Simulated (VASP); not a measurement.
Input of a VASP 6.6.1 run:

The input INCAR:

```
PREC = Accurate
ENCUT = 500
EDIFF = 1E-6
ISMEAR = 0
SIGMA = 0.01
LREAL = False
LASPH = True
NELM = 120
ALGO = Normal
ISIF = 2
LWAVE = False
LCHARG = False
GGA = PE
NBANDS = 28
GGA_COMPAT = False
```

KPOINTS

```
Automatic mesh
0
Gamma
  3 3 3
```

Contents of POSCAR:

```
SnSe
1.0
    4.2193393516      0.0000000000      0.0000000000
    0.0000000000      4.2193393516      0.0000000000
    0.0000000000      0.0000000000      5.9930255593
Sn Se
2 2
Direct
    0.5000000000      0.0000000000      0.2500915766
    0.0000000000      0.5000000000      0.7499084234
    0.5000000000      0.0000000000      0.7498972969
    0.0000000000      0.5000000000      0.2501027031
```

Potentials or basis: VASP PAW PBE potentials, release 64 (Sn_d, Se).

The run is started by

```bash
$ cat potpaw_PBE.64/Sn_d/POTCAR potpaw_PBE.64/Se/POTCAR > POTCAR
$ mpirun -np 1 vasp_std > vasp.out
```

Q: Predict the band gap on the k mesh.

A: 1.71 eV.

Q: What does it give for the pressure?

A: 1.4 GPa.

Forces in eV/Å, atoms in the order of the input:
```
Sn   0.000  0.000 -0.002
Sn   0.000  0.000  0.002
Se   0.000  0.000  0.003
Se   0.000  0.000 -0.003
```

Caveat: the k points lie up to 0.50 Å⁻¹ apart; spin-orbit coupling is left out, which moves the levels of the heavy elements. A k mesh can miss the band edges.
